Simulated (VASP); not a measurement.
# Ge (Fd-3m) in VASP: notebook

The runs below take Ge through single point, with r2SCAN.

All numbers are computed with VASP 6.6.1; they aren't measurements. Logs are shortened: lines on timing, memory, paths and dates and some standing lists are left out, and cuts for length are marked.

### 1 The cell of the first run

Symmetry: Fd-3m, No. 227, cubic system. Conventional cell: a = 5.673 Å, b = 5.673 Å, c = 5.673 Å, α = 90.00°, β = 90.00°, γ = 90.00°. Ge (site symmetry -43m) has 4 Ge at 2.46 Å within 3.2 Å.

### 2 Single point, r2SCAN (22.83 Å³/atom)

The input, POSCAR:

```
Ge
1.0
    0.0000000000      2.8367484110      2.8367484110
    2.8367484110      0.0000000000      2.8367484110
    2.8367484110      2.8367484110      0.0000000000
Ge
2
Direct
    0.5000000000      0.5000000000      0.5000000000
    0.7500000000      0.7500000000      0.7500000000
```

The input, INCAR.step1:

```
SYSTEM = Ge
PREC = Accurate
ENCUT = 520
ISMEAR = 0
SIGMA = 0.05
LREAL = .FALSE.
LASPH = .TRUE.
NELM = 100
NBANDS = 21
GGA = PE
ALGO = Normal
EDIFF = 1E-4
LWAVE = .TRUE.
LCHARG = .FALSE.
```

The input, INCAR.step2:

```
SYSTEM = Ge
PREC = Accurate
ENCUT = 520
EDIFF = 1E-7
ISMEAR = 0
SIGMA = 0.05
LREAL = .FALSE.
LASPH = .TRUE.
NELM = 100
ALGO = Normal
ISIF = 2
LWAVE = .FALSE.
LCHARG = .FALSE.
METAGGA = R2SCAN
LMIXTAU = .TRUE.
NBANDS = 21
ISTART = 1
```

The input, KPOINTS:

```
Automatic mesh
0
G
  12 12 12
  0 0 0
```

Potentials or basis: VASP PAW PBE potentials, release 64 (Ge_d).

Launch:

```bash
$ cat potpaw_PBE.64/Ge_d/POTCAR > POTCAR
$ cp INCAR.step1 INCAR
$ mpirun -np 1 vasp_std > vasp.out
$ cp INCAR.step2 INCAR
$ mpirun -np 1 vasp_std > vasp.out
```

OUTCAR:

```text
SYSTEM = Ge
   PREC = Accurate
   ENCUT = 520
   EDIFF = 1E-7
   ISMEAR = 0
   LREAL = .FALSE.
   LASPH = .TRUE.
   NELM = 100
   ISIF = 2
   METAGGA = R2SCAN
   ISTART = 1

 ion  position               nearest neighbor table
   1  0.500  0.500  0.500-   2 2.46   2 2.46   2 2.46   2 2.46
   2  0.750  0.750  0.750-   1 2.46   1 2.46   1 2.46   1 2.46

  LATTYP: Found a face centered cubic cell.
 ALAT       =     5.6734968220

  Lattice vectors:

 A1 = (   0.0000000000,   2.8367484110,   2.8367484110)
 A2 = (   2.8367484110,   0.0000000000,   2.8367484110)
 A3 = (   2.8367484110,   2.8367484110,   0.0000000000)

Analysis of symmetry for initial positions (statically):
=====================================================================
 Subroutine PRICEL returns:
 Original cell was already a primitive cell.

 Routine SETGRP: Setting up the symmetry group for a
 face centered cubic supercell.

 Subroutine GETGRP returns: Found 48 space group operations
 (whereof 24 operations were pure point group operations)
 out of a pool of 48 trial point group operations.

The static configuration has the point symmetry T_d .
 The point group associated with its full space group is O_h .

Analysis of symmetry for dynamics (positions and initial velocities):
=====================================================================
 Subroutine PRICEL returns:
 Original cell was already a primitive cell.

 Routine SETGRP: Setting up the symmetry group for a
 face centered cubic supercell.

 Subroutine GETGRP returns: Found 48 space group operations
 (whereof 24 operations were pure point group operations)
 out of a pool of 48 trial point group operations.

The dynamic configuration has the point symmetry T_d .
 The point group associated with its full space group is O_h .

 Subroutine INISYM returns: Found 48 space group operations
 (whereof 24 operations are pure point group operations),
 and found     1 'primitive' translations

----------------------------------------------------------------------------------------

                                     Primitive cell

  volume of cell :      45.6554

  direct lattice vectors                    reciprocal lattice vectors
     0.000000000  2.836748411  2.836748411    -0.176258141  0.176258141  0.176258141
     2.836748411  0.000000000  2.836748411     0.176258141 -0.176258141  0.176258141
     2.836748411  2.836748411  0.000000000     0.176258141  0.176258141 -0.176258141

  length of vectors
     4.011768076  4.011768076  4.011768076     0.305288055  0.305288055  0.305288055

  position of ions in fractional coordinates (direct lattice)
     0.500000000  0.500000000  0.500000000
     0.750000000  0.750000000  0.750000000

  ion indices of the primitive-cell ions
   primitive index   ion index
                 1           1
                 2           2

----------------------------------------------------------------------------------------

 KPOINTS: Automatic mesh

Automatic generation of k-mesh.
 Grid dimensions read from file:
 generate k-points for:   12   12   12

 Generating k-lattice:

  Cartesian coordinates                     Fractional coordinates (reciprocal lattice)
    -0.014688178  0.014688178  0.014688178     0.083333333  0.000000000  0.000000000
     0.014688178 -0.014688178  0.014688178     0.000000000  0.083333333  0.000000000
     0.014688178  0.014688178 -0.014688178     0.000000000  0.000000000  0.083333333

  Length of vectors
     0.025440671  0.025440671  0.025440671

  Shift w.r.t. Gamma in fractional coordinates (k-lattice)
     0.000000000  0.000000000  0.000000000

 Subroutine IBZKPT returns following result:
 ===========================================

 Found     72 irreducible k-points:

 Following reciprocal coordinates:
            Coordinates               Weight
  0.000000  0.000000  0.000000      1.000000
  0.083333  0.000000  0.000000      8.000000
  0.166667  0.000000  0.000000      8.000000
  0.250000  0.000000  0.000000      8.000000
  0.333333  0.000000  0.000000      8.000000
  0.416667  0.000000  0.000000      8.000000
[... 16 lines left out ...]
  0.500000  0.166667  0.000000     24.000000
 -0.416667  0.166667  0.000000     24.000000
 [... further k-points ...]
   k-points           NKPTS =     72   k-points in BZ     NKDIM =     72   number of bands    NBANDS=     21
   number of dos      NEDOS =    301   number of ions     NIONS =      2
   total plane-waves  NPLWV =  27000
   dimension x,y,z NGX =    30 NGY =   30 NGZ =   30
   dimension x,y,z NGXF=    60 NGYF=   60 NGZF=   60
   ions per type =               2
   NGX,Y,Z   is equivalent  to a cutoff of  12.43, 12.43, 12.43 a.u.
   NGXF,Y,Z  is equivalent  to a cutoff of  24.86, 24.86, 24.86 a.u.
 SYSTEM =  Ge
   PREC   = accura    normal or accurate (medium, high low for compatibility)
   ISTART =      1    job   : 0-new  1-cont  2-samecut
   ICHARG =      0    charge: 1-file 2-atom 10-const
   ISPIN  =      1    spin polarized calculation?
   LNONCOLLINEAR =      F non collinear calculations
   LSORBIT =      F    spin-orbit coupling
   LASPH  =      T    aspherical Exc in radial PAW
   ENCUT  =  520.0 eV  38.22 Ry    6.18 a.u.   7.46  7.46  7.46*2*pi/ulx,y,z
   NELM   =    100;   NELMIN=  2; NELMDL=  0     # of ELM steps
   EDIFF  = 0.1E-06   stopping-criterion for ELM
   LREAL  =      F    real-space projection
   EDIFFG = 0.1E-05   stopping-criterion for IOM
   NSW    =      0    number of steps for IOM
   IBRION =     -1    ionic relax: 0-MD 1-quasi-New 2-CG
   NFREE  =      0    steps in history (QN), initial steepest desc. (CG)
   ISIF   =      2    stress and relaxation
   ISYM   =      2    0-nonsym 1-usesym 2-fastsym
   POTIM  = 0.5000    time-step for ionic-motion
   TEBEG  =    0.0;   TEEND  =   0.0 temperature during run
   PSTRESS=    0.0 pullay stress
   NELECT =      28.0000    total number of electrons
   NUPDOWN=      -1.0000    fix difference up-down
   EMIN   =  10.00;   EMAX   =-10.00  energy-range for DOS
   EFERMI =   0.00;   METHOD = LEGACY
   ISMEAR =     0;   SIGMA  =   0.05  broadening in eV -4-tet -1-fermi 0-gaus
   EFERMI_NEDOS =   21; number of points for ismear=-14 and -15
   IALGO  =     38    algorithm
   IMIX   =      4    mixing-type and parameters
     AMIX     =   0.40;   BMIX     =  1.00
     AMIX_MAG =   1.60;   BMIX_MAG =  1.00
  volume/ion in A,a.u.               =      22.83       154.05
  Fermi-wavevector in a.u.,A,eV,Ry     =   1.390903  2.628425 26.321964  1.934610
  Thomas-Fermi vector in A             =   2.514793
   LORBIT       =      0    0 simple, 1 ext, 2 COOP (PROOUT), +10 PAW based schemes
   METAGGA = R2SCAN    functional components
   LHFCALC =     F    Hartree Fock is set to
   AEXX    =    0.0000 exact exchange contribution
   IVDW    =     0    specifies the selected vdW correction
   LEPSILON=     F    determine dielectric tensor
   LRPA    =     F    only Hartree local field effects (RPA)
 non-spin polarized calculation
 Gauss-broadening in eV      SIGMA  =   0.05
  energy-cutoff  :      520.00
  volume of cell :       45.66
 maximum number of plane-waves:      1248
 NGX is ok and might be reduce to    30
   NGX = 15   NGY = 15   NGZ = 15

 number of electron      28.0000015 magnetization

 Free energy of the ion-electron system (eV)
  ---------------------------------------------------
  ext. energy  EPLUGINS =         0.00000000
  ---------------------------------------------------
  free energy    TOTEN  =       -27.74437976 eV

  energy without entropy =      -27.74437976  energy(sigma->0) =      -27.74437976

 E-fermi :   4.8854     XC(G=0): -10.7764

 val. band max:        4.7194528510   @ k =   0.0000   0.0000   0.0000
 cond. band min:       5.0432190935   @ k =   0.0000   0.0000   0.0000
 fundamental gap:      0.3237662424
 Fermi energy:         4.8854186704

 k-point     1 :       0.0000    0.0000    0.0000
  band No.  band energies     occupation
      1     -20.7636      2.00000
      2     -20.7636      2.00000
      3     -20.7635      2.00000
      4     -20.7248      2.00000
      5     -20.7248      2.00000
      6     -20.5118      2.00000
[... 13 lines left out ...]
     20      14.6343      0.00000
     21      14.6343      0.00000

 k-point     2 :       0.0833    0.0000    0.0000
  band No.  band energies     occupation
      1     -20.7679      2.00000
      2     -20.7679      2.00000
      3     -20.7624      2.00000
      4     -20.7189      2.00000
      5     -20.7189      2.00000
      6     -20.5173      2.00000
[... 13 lines left out ...]
     20      14.0932      0.00000
     21      14.0932      0.00000

 k-point     3 :       0.1667    0.0000    0.0000
  band No.  band energies     occupation
      1     -20.7756      2.00000
      2     -20.7756      2.00000
      3     -20.7592      2.00000
      4     -20.7069      2.00000
      5     -20.7069      2.00000
      6     -20.5266      2.00000
[... 13 lines left out ...]
     20      13.5323      0.00000
     21      13.5323      0.00000

 k-point     4 :       0.2500    0.0000    0.0000
  band No.  band energies     occupation
      1     -20.7820      2.00000
      2     -20.7820      2.00000
      3     -20.7548      2.00000
      4     -20.6954      2.00000
      5     -20.6954      2.00000
      6     -20.5347      2.00000
[... 13 lines left out ...]
     20      13.5165      0.00000
     21      13.5165      0.00000

 k-point     5 :       0.3333    0.0000    0.0000
  band No.  band energies     occupation
      1     -20.7860      2.00000
      2     -20.7860      2.00000
      3     -20.7503      2.00000
      4     -20.6873      2.00000
      5     -20.6872      2.00000
      6     -20.5398      2.00000
[... 13 lines left out ...]
     20      14.1842      0.00000
     21      14.1842      0.00000

 k-point     6 :       0.4167    0.0000    0.0000
  band No.  band energies     occupation
      1     -20.7879      2.00000
      2     -20.7879      2.00000
      3     -20.7470      2.00000
      4     -20.6830      2.00000
      5     -20.6830      2.00000
      6     -20.5419      2.00000
[... 13 lines left out ...]
     20      15.4001      0.00000
     21      15.4001      0.00000

 k-point     7 :       0.5000    0.0000    0.0000
  band No.  band energies     occupation
      1     -20.7884      2.00000
      2     -20.7884      2.00000
      3     -20.7457      2.00000
      4     -20.6818      2.00000
      5     -20.6818      2.00000
      6     -20.5423      2.00000
[... 13 lines left out ...]
     20      16.5095      0.00000
     21      16.5568      0.00000
[... 291 lines left out ...]
      1     -20.7840      2.00000
      2     -20.7784      2.00000
      3     -20.7646      2.00000
      4     -20.6986      2.00000
      5     -20.6718      2.00000
      6     -20.5780      2.00000
[... 13 lines left out ...]
     20      14.6384      0.00000
     21      15.1664      0.00000

 k-point    21 :       0.3333    0.1667    0.0000
  band No.  band energies     occupation
      1     -20.7939      2.00000
      2     -20.7838      2.00000
      3     -20.7527      2.00000
      4     -20.6873      2.00000
      5     -20.6603      2.00000
      6     -20.5881      2.00000
[... 13 lines left out ...]
     20      15.0492      0.00000
     21      15.5206      0.00000

 k-point    22 :       0.4167    0.1667    0.0000
  band No.  band energies     occupation
      1     -20.8013      2.00000
      2     -20.7883      2.00000
      3     -20.7397      2.00000
      4     -20.6768      2.00000
      5     -20.6559      2.00000
      6     -20.5897      2.00000
[... 13 lines left out ...]
     20      15.5029      0.00000
     21      16.4576      0.00000

 k-point    23 :       0.5000    0.1667    0.0000
  band No.  band energies     occupation
      1     -20.8054      2.00000
      2     -20.7919      2.00000
      3     -20.7287      2.00000
      4     -20.6677      2.00000
      5     -20.6596      2.00000
      6     -20.5824      2.00000
[... 13 lines left out ...]
     20      16.3963      0.00000
     21      16.5607      0.00000

 k-point    24 :      -0.4167    0.1667    0.0000
  band No.  band energies     occupation
      1     -20.8056      2.00000
      2     -20.7945      2.00000
      3     -20.7229      2.00000
      4     -20.6690      2.00000
      5     -20.6612      2.00000
      6     -20.5688      2.00000
[... 13 lines left out ...]
     20      14.9214      0.00000
     21      15.7094      0.00000

 [... further k-points ...]

------------------------ aborting loop because EDIFF is reached ----------------------------------------

  FORCE on cell =-STRESS in cart. coord.  units (eV):
  Direction    XX          YY          ZZ          XY          YZ          ZX
  --------------------------------------------------------------------------------------
  -------------------------------------------------------------------------------------
  Total        0.0285466      0.0285466      0.0285466     -0.0000000      0.0000000      0.0000000
  in kB        1.0017811      1.0017811      1.0017811     -0.0000000      0.0000000      0.0000000
  external PRESSURE =       1.0017811 kB  Pullay stress =       0.0000000 kB

 VOLUME and BASIS-vectors are now :
 -----------------------------------------------------------------------------
  energy-cutoff  :      520.00
  volume of cell :       45.66
      direct lattice vectors                 reciprocal lattice vectors
     0.000000000  2.836748411  2.836748411    -0.176258141  0.176258141  0.176258141
     2.836748411  0.000000000  2.836748411     0.176258141 -0.176258141  0.176258141
     2.836748411  2.836748411  0.000000000     0.176258141  0.176258141 -0.176258141

 POSITION                                       TOTAL-FORCE (eV/Angst)
 -----------------------------------------------------------------------------------
      2.83675      2.83675      2.83675         0.000000     -0.000000      0.000000
      4.25512      4.25512      4.25512        -0.000000      0.000000     -0.000000
 -----------------------------------------------------------------------------------
    total drift:                                0.000000     -0.000000     -0.000000

  FREE ENERGIE OF THE ION-ELECTRON SYSTEM (eV)
  ---------------------------------------------------
  free  energy   TOTEN  =       -27.7443797637 eV

  energy  without entropy=      -27.7443797621  energy(sigma->0) =      -27.74437976
```

Run time: 5.2 min. Hardware: 1 thread of Intel Xeon 8259CL, shared host; peak memory 0.2 GiB.

What came out:

- Free energy: -27.7444 eV
- Pressure: 0.1 GPa
- Band gap on the k mesh: 0.32 eV

Caveat: the PAW data sets were made with another functional, which shifts forces and pressure a little. A k mesh can miss the band edges.

### 3 Single point, r2SCAN

POSCAR is that of step 2.

The input, INCAR.step1:

```
  PREC = Accurate
  ENCUT = 520
  ISMEAR = 0
  SIGMA = 0.05
  LREAL = False
  LASPH = True
  NELM = 80
  NBANDS = 21
  GGA = PE
  ALGO = Normal
  EDIFF = 1E-4
  LWAVE = True
  LCHARG = False
```

The input, INCAR.step2:

```
  PREC = Accurate
  ENCUT = 520
  EDIFF = 1E-7
  ISMEAR = 0
  SIGMA = 0.05
  LREAL = False
  LASPH = True
  NELM = 80
  ALGO = Normal
  ISIF = 2
  LWAVE = False
  LCHARG = True
  METAGGA = R2SCAN
  LMIXTAU = True
  LELF = True
  LVHAR = True
  NBANDS = 21
  ISTART = 1
```

The input, KPOINTS:

```
Automatic mesh
0
Gamma
  12 12 12
```

Potentials or basis: VASP PAW PBE potentials, release 64 (Ge_d).

Launch:

```bash
$ cat potpaw_PBE.64/Ge_d/POTCAR > POTCAR
$ cp INCAR.step1 INCAR
$ mpirun -np 1 vasp_std > vasp.out
$ cp INCAR.step2 INCAR
$ mpirun -np 1 vasp_std > vasp.out
```

Run time: 5.8 min. Hardware: 1 thread of Intel Xeon 8259CL, shared host; peak memory 0.2 GiB.

It converged, with:

```yaml
Free_energy: -27.7444 eV
Pressure: 0.1 GPa
Band_gap_on_the_k_mesh: 0.32 eV
```

Levels at points of the mesh, in eV from the valence-band top:
```tsv
k point	band 10	band 11	band 12	band 13	band 14	band 15	band 16	band 17	band 18	band 19
(0.00, 0.00, 0.00)	-25.21	-13.24	0.00	0.00	0.00	0.32	2.71	2.71	2.71	7.04
(0.50, 0.00, 0.00)	-25.19	-11.07	-7.83	-1.47	-1.47	0.42	3.99	3.99	7.65	11.15
(0.50, 0.50, 0.00)	-25.17	-9.18	-9.18	-3.20	-3.20	0.98	0.98	10.03	10.03	12.26
```

Caveat: the PAW data sets were made with another functional, which shifts forces and pressure a little. A k mesh can miss the band edges.

### 4 Single point, r2SCAN (23.49 Å³/atom)

This run uses another cell than the first one, of 23.49 Å³/atom.

The input, POSCAR:

```
Ge
1.0
    0.0000000000      2.8641037757      2.8641037757
    2.8641037757      0.0000000000      2.8641037757
    2.8641037757      2.8641037757      0.0000000000
Ge
2
Direct
    0.5000000000      0.5000000000      0.5000000000
    0.7500000000      0.7500000000      0.7500000000
```

The input, INCAR.step1:

```
ALGO = Normal
EDIFF = 1E-4
ENCUT = 520
GGA = PE
ISMEAR = 0
LASPH = T
LCHARG = F
LREAL = F
LWAVE = T
NBANDS = 21
NELM = 80
PREC = Accurate
SIGMA = 0.05
```

The input, INCAR.step2:

```
ALGO = Normal
EDIFF = 1E-6
ENCUT = 520
ISIF = 2
ISMEAR = 0
ISTART = 1
LASPH = T
LCHARG = F
LMIXTAU = T
LREAL = F
LWAVE = F
METAGGA = R2SCAN
NBANDS = 21
NELM = 80
PREC = Accurate
SIGMA = 0.05
```

The input, KPOINTS:

```
k-points
0
Gamma
  12 12 12
```

Launch:

```bash
$ cat potpaw_PBE.64/Ge_d/POTCAR > POTCAR
$ cp INCAR.step1 INCAR
$ mpirun -np 1 vasp_std > vasp.out
$ cp INCAR.step2 INCAR
$ mpirun -np 1 vasp_std > vasp.out
```

Wall time 5 min (1 thread of Intel Xeon 8259CL, shared host); peak memory 0.2 GiB.

The run converged. Its results:

```yaml
Free_energy: -27.7375 eV
Pressure: -1.8 GPa
Band_gap_on_the_k_mesh: 0.05 eV
```

Levels at points of the mesh, in eV from the valence-band top:
| k point | band 12 | band 13 | band 14 | band 15 | band 16 | band 17 |
| --- | --- | --- | --- | --- | --- | --- |
| (0.00, 0.00, 0.00) | 0.00 | 0.00 | 0.00 | 0.05 | 2.70 | 2.70 |
| (0.50, 0.00, 0.00) | -7.69 | -1.43 | -1.43 | 0.32 | 3.98 | 3.98 |
| (0.50, 0.50, 0.00) | -9.07 | -3.09 | -3.09 | 1.02 | 1.02 | 9.79 |

Caveat: the PAW data sets were made with another functional, which shifts forces and pressure a little. A k mesh can miss the band edges.

(Continued in part 2 of 2.)
